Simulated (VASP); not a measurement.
# CoO (Fm-3m) in VASP: single point with PBE

Aim: the single point of CoO with PBE.

Program: VASP 6.6.1. These are calculated values, not measurements. Logs are shortened: lines on timing, memory, paths and dates and some standing lists are left out, and cuts for length are marked.

**1. The cell of the first run**

Symmetry: Fm-3m, No. 225, cubic system. The conventional cell has a = 4.411 Å, b = 4.411 Å, c = 4.411 Å, α = 90.00°, β = 90.00°, γ = 90.00°. Within 2.9 Å of Co (site symmetry m-3m) lie 6 O at 2.21 Å. Within 2.9 Å of O (site symmetry m-3m) lie 6 Co at 2.21 Å.

**2. Single point, PBE**

The input, INCAR:

```
SYSTEM = CoO
PREC = Accurate ; ENCUT = 600
EDIFF = 1E-6 ; ISMEAR = -1
SIGMA = 0.1 ; LREAL = .FALSE.
LASPH = .TRUE. ; NELM = 120
ALGO = Normal ; ISIF = 2
LWAVE = .FALSE. ; LCHARG = .TRUE.
GGA = PE ; LELF = .TRUE.
LVHAR = .TRUE. ; NBANDS = 23
GGA_COMPAT = .FALSE.
```

The input, KPOINTS:

```
regular mesh
0
G
  7 7 7
  0 0 0
```

The input, POSCAR:

```
CoO
1.0
    4.4112158200      2.2056079100      2.2056079100
    2.2056079100      4.4112158200      2.2056079100
    2.2056079100      2.2056079100      4.4112158200
Co O
2 2
Direct
    0.0000000000      0.0000000000      0.0000000000
    0.5000000000      0.5000000000      0.5000000000
    0.2500000000      0.2500000000      0.2500000000
    0.7500000000      0.7500000000      0.7500000000
```

Potentials or basis: VASP PAW PBE potentials, release 64 (Co, O).

Command:

```sh
$ cat potpaw_PBE.64/Co/POTCAR potpaw_PBE.64/O/POTCAR > POTCAR
$ mpirun -np 1 vasp_std > vasp.out
```

OUTCAR:

```text
SYSTEM = CoO
   PREC = Accurate
   ENCUT = 600
   EDIFF = 1E-6
   ISMEAR = -1
   LREAL = .FALSE.
   LASPH = .TRUE.
   NELM = 120
   ISIF = 2
   GGA = PE

 ion  position               nearest neighbor table
   1  0.000  0.000  0.000-   4 2.21   4 2.21   4 2.21   3 2.21   3 2.21   3 2.21   2 3.12   2 3.12
                             2 3.12   2 3.12   2 3.12   2 3.12
   2  0.500  0.500  0.500-   3 2.21   3 2.21   3 2.21   4 2.21   4 2.21   4 2.21   1 3.12   1 3.12
                             1 3.12   1 3.12   1 3.12   1 3.12
   3  0.250  0.250  0.250-   1 2.21   1 2.21   1 2.21   2 2.21   2 2.21   2 2.21
   4  0.750  0.750  0.750-   2 2.21   2 2.21   2 2.21   1 2.21   1 2.21   1 2.21

  LATTYP: Found a trigonal (rhomboedric) cell.
 ALAT       =     5.4026139521
 COS(alpha) =     0.8333333333

  Lattice vectors:

 A1 = (   4.4112158200,   2.2056079100,   2.2056079100)
 A2 = (   2.2056079100,   4.4112158200,   2.2056079100)
 A3 = (   2.2056079100,   2.2056079100,   4.4112158200)

Analysis of symmetry for initial positions (statically):
=====================================================================
 Subroutine PRICEL returns following result:

  LATTYP: Found a face centered cubic cell.
 ALAT       =     4.4112158200

  Lattice vectors:

 A1 = (   0.0000000000,  -2.2056079100,   2.2056079100)
 A2 = (  -2.2056079100,  -0.0000000000,   2.2056079100)
 A3 = (  -2.2056079100,  -2.2056079100,   0.0000000000)

   2 primitive cells build up your supercell.

 Routine SETGRP: Setting up the symmetry group for a
 trigonal (rhombohedral) supercell.

 Subroutine GETGRP returns: Found 12 space group operations
 (whereof 12 operations were pure point group operations)
 out of a pool of 12 trial point group operations.

The static configuration has the point symmetry D_3d.

Analysis of symmetry for dynamics (positions and initial velocities):
=====================================================================
 Subroutine PRICEL returns following result:

  LATTYP: Found a face centered cubic cell.
 ALAT       =     4.4112158200

  Lattice vectors:

 A1 = (   0.0000000000,  -2.2056079100,   2.2056079100)
 A2 = (  -2.2056079100,  -0.0000000000,   2.2056079100)
 A3 = (  -2.2056079100,  -2.2056079100,   0.0000000000)

   2 primitive cells build up your supercell.

 Routine SETGRP: Setting up the symmetry group for a
 trigonal (rhombohedral) supercell.

 Subroutine GETGRP returns: Found 12 space group operations
 (whereof 12 operations were pure point group operations)
 out of a pool of 12 trial point group operations.

The dynamic configuration has the point symmetry D_3d.

 Subroutine INISYM returns: Found 12 space group operations
 (whereof 12 operations are pure point group operations),
 and found     2 'primitive' translations

----------------------------------------------------------------------------------------

                                     Primitive cell

  volume of cell :      21.4593

  direct lattice vectors                    reciprocal lattice vectors
     0.000000000 -2.205607910  2.205607910     0.226694871 -0.226694871  0.226694871
    -2.205607910 -0.000000000  2.205607910    -0.226694871  0.226694871  0.226694871
    -2.205607910 -2.205607910  0.000000000    -0.226694871 -0.226694871 -0.226694871

  length of vectors
     3.119200620  3.119200620  3.119200620     0.392647034  0.392647034  0.392647034

  position of ions in fractional coordinates (direct lattice)
     0.000000000  0.000000000  0.000000000
     0.500000000  0.500000000  0.500000000

  ion indices of the primitive-cell ions
   primitive index   ion index
                 1           1
                 2           3

----------------------------------------------------------------------------------------

 KPOINTS: regular mesh

Automatic generation of k-mesh.
 Grid dimensions read from file:
 generate k-points for:    7    7    7

 Generating k-lattice:

  Cartesian coordinates                     Fractional coordinates (reciprocal lattice)
     0.048577472 -0.016192491 -0.016192491     0.142857143 -0.000000000 -0.000000000
    -0.016192491  0.048577472 -0.016192491    -0.000000000  0.142857143 -0.000000000
    -0.016192491 -0.016192491  0.048577472    -0.000000000 -0.000000000  0.142857143

  Length of vectors
     0.053704416  0.053704416  0.053704416

  Shift w.r.t. Gamma in fractional coordinates (k-lattice)
     0.000000000  0.000000000  0.000000000

 Subroutine IBZKPT returns following result:
 ===========================================

 Found     44 irreducible k-points:

 Following reciprocal coordinates:
            Coordinates               Weight
  0.000000  0.000000  0.000000      1.000000
  0.142857  0.000000  0.000000      6.000000
  0.285714  0.000000  0.000000      6.000000
  0.428571  0.000000  0.000000      6.000000
  0.142857  0.142857  0.000000      6.000000
  0.285714  0.142857  0.000000     12.000000
[... 16 lines left out ...]
  0.285714  0.285714  0.142857      6.000000
  0.428571  0.285714  0.142857     12.000000
 [... further k-points ...]
   k-points           NKPTS =     44   k-points in BZ     NKDIM =     44   number of bands    NBANDS=     23
   number of dos      NEDOS =    301   number of ions     NIONS =      4
   total plane-waves  NPLWV = 110592
   dimension x,y,z NGX =    48 NGY =   48 NGZ =   48
   dimension x,y,z NGXF=    96 NGYF=   96 NGZF=   96
   ions per type =               2   2
   NGX,Y,Z   is equivalent  to a cutoff of  14.77, 14.77, 14.77 a.u.
   NGXF,Y,Z  is equivalent  to a cutoff of  29.54, 29.54, 29.54 a.u.
 SYSTEM =  CoO
   PREC   = accura    normal or accurate (medium, high low for compatibility)
   ISTART =      0    job   : 0-new  1-cont  2-samecut
   ICHARG =      2    charge: 1-file 2-atom 10-const
   ISPIN  =      1    spin polarized calculation?
   LNONCOLLINEAR =      F non collinear calculations
   LSORBIT =      F    spin-orbit coupling
   LASPH  =      T    aspherical Exc in radial PAW
   ENCUT  =  600.0 eV  44.10 Ry    6.64 a.u.  10.79 10.79 10.79*2*pi/ulx,y,z
   NELM   =    120;   NELMIN=  2; NELMDL= -5     # of ELM steps
   EDIFF  = 0.1E-05   stopping-criterion for ELM
   LREAL  =      F    real-space projection
   EDIFFG = 0.1E-04   stopping-criterion for IOM
   NSW    =      0    number of steps for IOM
   IBRION =     -1    ionic relax: 0-MD 1-quasi-New 2-CG
   NFREE  =      0    steps in history (QN), initial steepest desc. (CG)
   ISIF   =      2    stress and relaxation
   ISYM   =      2    0-nonsym 1-usesym 2-fastsym
   POTIM  = 0.5000    time-step for ionic-motion
   TEBEG  =    0.0;   TEEND  =   0.0 temperature during run
   PSTRESS=    0.0 pullay stress
   NELECT =      30.0000    total number of electrons
   NUPDOWN=      -1.0000    fix difference up-down
   EMIN   =  10.00;   EMAX   =-10.00  energy-range for DOS
   EFERMI =   0.00;   METHOD = LEGACY
   ISMEAR =    -1;   SIGMA  =   0.10  broadening in eV -4-tet -1-fermi 0-gaus
   EFERMI_NEDOS =   21; number of points for ismear=-14 and -15
   IALGO  =     38    algorithm
   IMIX   =      4    mixing-type and parameters
     AMIX     =   0.40;   BMIX     =  1.00
     AMIX_MAG =   1.60;   BMIX_MAG =  1.00
  volume/ion in A,a.u.               =      10.73        72.41
  Fermi-wavevector in a.u.,A,eV,Ry     =   1.452893  2.745570 28.720509  2.110898
  Thomas-Fermi vector in A             =   2.570222
   LORBIT       =      0    0 simple, 1 ext, 2 COOP (PROOUT), +10 PAW based schemes
   GGA     = PE    functional components
   LHFCALC =     F    Hartree Fock is set to
   AEXX    =    0.0000 exact exchange contribution
   IVDW    =     0    specifies the selected vdW correction
   LEPSILON=     F    determine dielectric tensor
   LRPA    =     F    only Hartree local field effects (RPA)
 non-spin polarized calculation
  energy-cutoff  :      600.00
  volume of cell :       42.92
 maximum number of plane-waves:      1447
 NGX is ok and might be reduce to    48
   NGX = 21   NGY = 21   NGZ = 21

 number of electron      29.9999996 magnetization

 Free energy of the ion-electron system (eV)
  ---------------------------------------------------
  ext. energy  EPLUGINS =         0.00000000
  ---------------------------------------------------
  free energy    TOTEN  =       -24.64545769 eV

  energy without entropy =      -24.33414596  energy(sigma->0) =      -24.48980182

 E-fermi :   6.2958     XC(G=0): -11.8297

 val. band max:        6.2949482878   @ k =  -0.4286   0.2857   0.2857
 cond. band min:       6.3165537390   @ k =  -0.1429   0.4286   0.1429
 fundamental gap:      0.0216054512
 Fermi energy:         6.2958300540

 k-point     1 :       0.0000    0.0000    0.0000
  band No.  band energies     occupation
      1     -13.1178      2.00000
      2     -12.1888      2.00000
      3      -0.6908      2.00000
      4       1.6655      2.00000
      5       1.6655      2.00000
      6       3.4284      2.00000
[... 15 lines left out ...]
     22      19.5951      0.00000
     23      19.5952      0.00000

 k-point     2 :       0.1429    0.0000    0.0000
  band No.  band energies     occupation
      1     -12.9727      2.00000
      2     -12.1644      2.00000
      3      -0.3978      2.00000
      4       1.5203      2.00000
      5       1.7009      2.00000
      6       2.2424      2.00000
[... 15 lines left out ...]
     22      18.1668      0.00000
     23      19.9472      0.00000

 k-point     3 :       0.2857    0.0000    0.0000
  band No.  band energies     occupation
      1     -12.6221      2.00000
      2     -12.1113      2.00000
      3       0.2815      2.00000
      4       0.8187      2.00000
      5       1.0698      2.00000
      6       1.7813      2.00000
[... 15 lines left out ...]
     22      16.2090      0.00000
     23      18.1132      0.00000
[... 495 lines left out ...]
 k-point    23 :       0.2857    0.2857    0.1429
  band No.  band energies     occupation
      1     -12.8748      2.00000
      2     -12.2813      2.00000
      3      -0.1016      2.00000
      4       1.6538      2.00000
      5       1.7909      2.00000
      6       1.9478      2.00000
[... 15 lines left out ...]
     22      18.6136      0.00000
     23      19.5518      0.00000

 k-point    24 :       0.4286    0.2857    0.1429
  band No.  band energies     occupation
      1     -12.6221      2.00000
      2     -12.2381      2.00000
      3       0.1885      2.00000
      4       0.8191      2.00000
      5       1.6583      2.00000
      6       1.8435      2.00000
[... 15 lines left out ...]
     22      17.1175      0.00000
     23      18.1130      0.00000

 [... further k-points ...]
[... 5 lines left out ...]
  --------------------------------------------------------------------------------------
  -------------------------------------------------------------------------------------
  Total       -7.6851834     -7.6851834     -7.6851834      0.0001542      0.0001542      0.0001542
  in kB     -286.8929616   -286.8929616   -286.8929616      0.0057574      0.0057574      0.0057574
  external PRESSURE =    -286.8929616 kB  Pullay stress =       0.0000000 kB

 VOLUME and BASIS-vectors are now :
 -----------------------------------------------------------------------------
  energy-cutoff  :      600.00
  volume of cell :       42.92
      direct lattice vectors                 reciprocal lattice vectors
     4.411215820  2.205607910  2.205607910     0.340042306 -0.113347435 -0.113347435
     2.205607910  4.411215820  2.205607910    -0.113347435  0.340042306 -0.113347435
     2.205607910  2.205607910  4.411215820    -0.113347435 -0.113347435  0.340042306

 POSITION                                       TOTAL-FORCE (eV/Angst)
 -----------------------------------------------------------------------------------
      0.00000      0.00000      0.00000         0.000000      0.000000     -0.000000
      4.41122      4.41122      4.41122        -0.000000      0.000000      0.000000
      2.20561      2.20561      2.20561        -0.000000     -0.000000      0.000000
      6.61682      6.61682      6.61682        -0.000000     -0.000000     -0.000000
 -----------------------------------------------------------------------------------
    total drift:                                0.000000     -0.000000     -0.000000

  FREE ENERGIE OF THE ION-ELECTRON SYSTEM (eV)
  ---------------------------------------------------
  free  energy   TOTEN  =       -24.6454576892 eV

  energy  without entropy=      -24.3341459582  energy(sigma->0) =      -24.48980182
```

Wall time 6.9 min (1 thread of AMD EPYC 7R43 (Zen 3), shared host); peak memory 0.29 GiB.

What came out:

```yaml
Free_energy: -24.6455 eV
Pressure: -28.7 GPa
Band_gap_on_the_k_mesh: zero (bands 15 and 16 overlap by 0.50 eV)
```

Caveat: the cell stands under tension; the run has no spin polarisation, though such a crystal can be magnetic; semilocal functionals often make such compounds metallic where correlation or magnetic order opens a gap, which also shifts bond lengths.

The gap in the log of VASP goes by the Fermi energy; the results here count the filled bands.